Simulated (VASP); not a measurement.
# Co (P6_3/mmc) in VASP: single point with PBEsol

Aim: the single point of Co with PBEsol.

All numbers are computed with VASP 6.6.1; they aren't measurements. Logs are shortened: lines on timing, memory, paths and dates and some standing lists are left out, and cuts for length are marked.

### 1 The cell of the first run

Symmetry: P6_3/mmc, No. 194, hexagonal system. The conventional cell has a = 2.456 Å, b = 2.456 Å, c = 3.969 Å, α = 90.00°, β = 90.00°, γ = 120.00°. Co (site symmetry -6m2) has 12 Co at 2.44 to 2.46 Å within 3.2 Å.

### 2 Single point, PBEsol, collinear spin, ferromagnetic start

File INCAR:

```
PREC = Accurate ; ENCUT = 520
EDIFF = 1E-7 ; ISMEAR = 0
SIGMA = 0.1 ; LREAL = F
LASPH = T ; NELM = 150
ALGO = Fast ; ISIF = 2
LWAVE = F ; LCHARG = F
ISPIN = 2 ; MAGMOM = 1.8 1.8
LORBIT = 11 ; LMAXMIX = 4
GGA = PS ; ISYM = 0
NBANDS = 20
```

File KPOINTS:

```
Automatic mesh
0
Gamma
  14 9 16
```

File POSCAR:

```
Co
1.0
    2.4564239303      0.0000000000      0.0000000000
    0.0000000000      3.9694120595      0.0000000000
    1.2282119652      0.0000000000      2.1273255261
Co
2
Direct
    0.3333333333      0.7500000000      0.3333333333
    0.6666666667      0.2500000000      0.6666666667
```

Potentials or basis: VASP PAW PBE potentials, release 64 (Co).

Launch:

```bash
cat potpaw_PBE.64/Co/POTCAR > POTCAR
mpirun -np 1 vasp_std > vasp.out
```

OUTCAR:

```text
PREC = Accurate
   ENCUT = 520
   EDIFF = 1E-7
   ISMEAR = 0
   LREAL = F
   LASPH = T
   NELM = 150
   ISIF = 2
   ISPIN = 2
   LORBIT = 11
   GGA = PS
   ISYM = 0

 ion  position               nearest neighbor table
   1  0.333  0.750  0.333-   2 2.44   2 2.44   2 2.44   2 2.44   2 2.44   2 2.44
   2  0.667  0.250  0.667-   1 2.44   1 2.44   1 2.44   1 2.44   1 2.44   1 2.44

IMPORTANT INFORMATION: All symmetrisations will be switched off!
NOSYMM: (Re-)initialisation of all symmetry stuff for point group C_1.

----------------------------------------------------------------------------------------

                                     Primitive cell

  volume of cell :      20.7426

  direct lattice vectors                    reciprocal lattice vectors
     2.456423930  0.000000000  0.000000000     0.407095855  0.000000000 -0.235036901
     0.000000000  3.969412060  0.000000000     0.000000000  0.251926478  0.000000000
     1.228211965  0.000000000  2.127325526     0.000000000  0.000000000  0.470073803

  length of vectors
     2.456423930  3.969412060  2.456423930     0.470073803  0.251926478  0.470073803

  position of ions in fractional coordinates (direct lattice)
     0.333333333  0.750000000  0.333333333
     0.666666667  0.250000000  0.666666667

  ion indices of the primitive-cell ions
   primitive index   ion index
                 1           1
                 2           2

----------------------------------------------------------------------------------------

 KPOINTS: Automatic mesh

Automatic generation of k-mesh.
 Grid dimensions read from file:
 generate k-points for:   14    9   16

 Generating k-lattice:

  Cartesian coordinates                     Fractional coordinates (reciprocal lattice)
     0.029078275  0.000000000 -0.016788350     0.071428571  0.000000000 -0.000000000
     0.000000000  0.027991831  0.000000000     0.000000000  0.111111111  0.000000000
     0.000000000  0.000000000  0.029379613     0.000000000  0.000000000  0.062500000

  Length of vectors
     0.033576700  0.027991831  0.029379613

  Shift w.r.t. Gamma in fractional coordinates (k-lattice)
     0.000000000  0.000000000  0.000000000

 -----------------------------------------------------------------------------
|                                                                             |
|           W    W    AA    RRRRR   N    N  II  N    N   GGGG   !!!           |
|           W    W   A  A   R    R  NN   N  II  NN   N  G    G  !!!           |
|           W    W  A    A  R    R  N N  N  II  N N  N  G       !!!           |
|           W WW W  AAAAAA  RRRRR   N  N N  II  N  N N  G  GGG   !            |
|           WW  WW  A    A  R   R   N   NN  II  N   NN  G    G                |
|           W    W  A    A  R    R  N    N  II  N    N   GGGG   !!!           |
|                                                                             |
|     Your reciprocal lattice and k-lattice belong to different lattice       |
|     classes:                                                                |
|                                                                             |
|        The reciprocal lattice is hexagonal,                                 |
|        whereas your k-lattice is simple monoclinic.                         |
|                                                                             |
|     Results are often still useful ...                                      |
|                                                                             |
 -----------------------------------------------------------------------------

 WARNING: IBZKPT: internal override: KBLOWUP is changed to .FALSE.
      ... skipping the blow-up phase ...

 Subroutine IBZKPT returns following result:
 ===========================================

 Found   1010 irreducible k-points:

 Following reciprocal coordinates:
            Coordinates               Weight
  0.000000  0.000000  0.000000      1.000000
  0.071429  0.000000 -0.000000      2.000000
  0.142857  0.000000  0.000000      2.000000
  0.214286  0.000000 -0.000000      2.000000
  0.285714  0.000000 -0.000000      2.000000
  0.357143  0.000000  0.000000      2.000000
[... 16 lines left out ...]
  0.000000  0.222222  0.000000      2.000000
  0.071429  0.222222 -0.000000      2.000000
 [... further k-points ...]
   k-points           NKPTS =   1010   k-points in BZ     NKDIM =   1010   number of bands    NBANDS=     20
   number of dos      NEDOS =    301   number of ions     NIONS =      2
   total plane-waves  NPLWV =   9720
   dimension x,y,z NGX =    18 NGY =   30 NGZ =   18
   dimension x,y,z NGXF=    36 NGYF=   60 NGZF=   36
   ions per type =               2
   NGX,Y,Z   is equivalent  to a cutoff of  12.18, 12.56, 12.18 a.u.
   NGXF,Y,Z  is equivalent  to a cutoff of  24.36, 25.13, 24.36 a.u.
 SYSTEM =  unknown system
   PREC   = accura    normal or accurate (medium, high low for compatibility)
   ISTART =      0    job   : 0-new  1-cont  2-samecut
   ICHARG =      2    charge: 1-file 2-atom 10-const
   ISPIN  =      2    spin polarized calculation?
   LNONCOLLINEAR =      F non collinear calculations
   LSORBIT =      F    spin-orbit coupling
   LASPH  =      T    aspherical Exc in radial PAW
   ENCUT  =  520.0 eV  38.22 Ry    6.18 a.u.   4.57  7.38  4.57*2*pi/ulx,y,z
   NELM   =    150;   NELMIN=  2; NELMDL= -5     # of ELM steps
   EDIFF  = 0.1E-06   stopping-criterion for ELM
   LREAL  =      F    real-space projection
   EDIFFG = 0.1E-05   stopping-criterion for IOM
   NSW    =      0    number of steps for IOM
   IBRION =     -1    ionic relax: 0-MD 1-quasi-New 2-CG
   NFREE  =      0    steps in history (QN), initial steepest desc. (CG)
   ISIF   =      2    stress and relaxation
   ISYM   =      0    0-nonsym 1-usesym 2-fastsym
   POTIM  = 0.5000    time-step for ionic-motion
   TEBEG  =    0.0;   TEEND  =   0.0 temperature during run
   PSTRESS=    0.0 pullay stress
   NELECT =      18.0000    total number of electrons
   NUPDOWN=      -1.0000    fix difference up-down
   EMIN   =  10.00;   EMAX   =-10.00  energy-range for DOS
   EFERMI =   0.00;   METHOD = LEGACY
   ISMEAR =     0;   SIGMA  =   0.10  broadening in eV -4-tet -1-fermi 0-gaus
   EFERMI_NEDOS =   21; number of points for ismear=-14 and -15
   IALGO  =     68    algorithm
   IMIX   =      4    mixing-type and parameters
     AMIX     =   0.40;   BMIX     =  1.00
     AMIX_MAG =   1.60;   BMIX_MAG =  1.00
  volume/ion in A,a.u.               =      10.37        69.99
  Fermi-wavevector in a.u.,A,eV,Ry     =   1.561509  2.950824 33.175230  2.438311
  Thomas-Fermi vector in A             =   2.664564
   LORBIT       =     11    0 simple, 1 ext, 2 COOP (PROOUT), +10 PAW based schemes
   GGA     = PS    functional components
   LHFCALC =     F    Hartree Fock is set to
   AEXX    =    0.0000 exact exchange contribution
   IVDW    =     0    specifies the selected vdW correction
   LEPSILON=     F    determine dielectric tensor
   LRPA    =     F    only Hartree local field effects (RPA)
 spin polarized calculation
 RMM-DIIS sequential band-by-band and
 Gauss-broadening in eV      SIGMA  =   0.10
  energy-cutoff  :      520.00
  volume of cell :       20.74
 maximum number of plane-waves:       574
   NGX =  9   NGY = 15   NGZ =  9

 number of electron      17.9999973 magnetization       3.1125956

 Free energy of the ion-electron system (eV)
  ---------------------------------------------------
  ext. energy  EPLUGINS =         0.00000000
  ---------------------------------------------------
  free energy    TOTEN  =       -15.47684927 eV

  energy without entropy =      -15.46859179  energy(sigma->0) =      -15.47272053

 E-fermi :  10.7140     XC(G=0): -13.8476

 val. band max:       10.7140209250   @ k =  -0.2857   0.2222   0.1250
 cond. band min:      10.7161964506   @ k =  -0.1429  -0.2222   0.1875
 fundamental gap:      0.0021755256
 Fermi energy:        10.7140344430

 spin component 1

 k-point     1 :       0.0000    0.0000    0.0000
  band No.  band energies     occupation
      1       1.4833      1.00000
      2       5.3669      1.00000
      3       8.0774      1.00000
      4       8.0971      1.00000
      5       8.0992      1.00000
      6       8.4372      1.00000
[... 12 lines left out ...]
     19      37.3344      0.00000
     20      37.3347      0.00000

 k-point     2 :       0.0714    0.0000   -0.0000
  band No.  band energies     occupation
      1       1.6686      1.00000
      2       5.4807      1.00000
      3       7.8821      1.00000
      4       8.1879      1.00000
      5       8.2657      1.00000
      6       8.3967      1.00000
[... 498 lines left out ...]
 k-point    24 :       0.0714    0.2222   -0.0000
  band No.  band energies     occupation
      1       2.1727      1.00000
      2       5.3576      1.00000
      3       7.8711      1.00000
      4       8.0021      1.00000
      5       8.0724      1.00000
      6       8.1233      1.00000
[... 12 lines left out ...]
     19      38.2387      0.00000
     20      38.9885      0.00000

 [... further k-points ...]

 spin component 2

 k-point     1 :       0.0000    0.0000    0.0000
  band No.  band energies     occupation
      1       1.5456      1.00000
      2       6.2918      1.00000
      3       9.6435      1.00000
      4       9.6592      1.00000
      5       9.6631      1.00000
      6      10.0521      1.00000
[... 12 lines left out ...]
     19      37.6755      0.00000
     20      37.6772      0.00000

 k-point     2 :       0.0714    0.0000   -0.0000
  band No.  band energies     occupation
      1       1.7316      1.00000
      2       6.4194      1.00000
      3       9.4105      1.00000
      4       9.7594      1.00000
      5       9.8527      1.00000
      6       9.9889      1.00000
[... 498 lines left out ...]
 k-point    24 :       0.0714    0.2222   -0.0000
  band No.  band energies     occupation
      1       2.2392      1.00000
      2       6.0466      1.00000
      3       9.2445      1.00000
      4       9.3955      1.00000
      5       9.5536      1.00000
      6       9.6396      1.00000
[... 12 lines left out ...]
     19      38.4642      0.00000
     20      39.2400      0.00000

 [... further k-points ...]

------------------------ aborting loop because EDIFF is reached ----------------------------------------

  FORCE on cell =-STRESS in cart. coord.  units (eV):
  Direction    XX          YY          ZZ          XY          YZ          ZX
  --------------------------------------------------------------------------------------
  -------------------------------------------------------------------------------------
  Total       -0.1642318     -0.1332144     -0.1366001     -0.0000008     -0.0000013     -0.0257772
  in kB      -12.6854077    -10.2895982    -10.5511116     -0.0000622     -0.0000976     -1.9910545
  external PRESSURE =     -11.1753725 kB  Pullay stress =       0.0000000 kB

 VOLUME and BASIS-vectors are now :
 -----------------------------------------------------------------------------
  energy-cutoff  :      520.00
  volume of cell :       20.74
      direct lattice vectors                 reciprocal lattice vectors
     2.456423930  0.000000000  0.000000000     0.407095855  0.000000000 -0.235036901
     0.000000000  3.969412060  0.000000000     0.000000000  0.251926478  0.000000000
     1.228211965  0.000000000  2.127325526     0.000000000  0.000000000  0.470073803

 POSITION                                       TOTAL-FORCE (eV/Angst)
 -----------------------------------------------------------------------------------
      1.22821      2.97706      0.70911         0.001699     -0.000000     -0.001894
      2.45642      0.99235      1.41822        -0.001699      0.000000      0.001894
 -----------------------------------------------------------------------------------
    total drift:                               -0.000000      0.000000     -0.000000

  FREE ENERGIE OF THE ION-ELECTRON SYSTEM (eV)
  ---------------------------------------------------
  free  energy   TOTEN  =       -15.4768492747 eV

  energy  without entropy=      -15.4685917861  energy(sigma->0) =      -15.47272053

 total charge

# of ion       s       p       d       tot
------------------------------------------
    1        0.508   0.565   7.291   8.363
    2        0.508   0.565   7.291   8.363
--------------------------------------------------
tot          1.016   1.129  14.582  16.727

 magnetization (x)

# of ion       s       p       d       tot
------------------------------------------
    1       -0.016  -0.052   1.632   1.564
    2       -0.016  -0.052   1.632   1.564
--------------------------------------------------
tot         -0.031  -0.105   3.263   3.128
```

Run time: 18 min. Hardware: 1 thread of AMD EPYC 9755, shared host; peak memory 0.57 GiB.

What came out:

```yaml
Free_energy: -15.4768 eV
Pressure: -1.1 GPa
Net_moment: 3.11 μB per cell
Site_moments: Co +1.56 μB
Valence_electrons_inside_the_program's_atomic_spheres: Co 8.36
```

Forces on the atoms (eV/Å):
```
Co   0.002  0.000 -0.002
Co  -0.002  0.000  0.002
```

Caveat: the PAW data sets were made with another functional, which shifts forces and pressure a little.
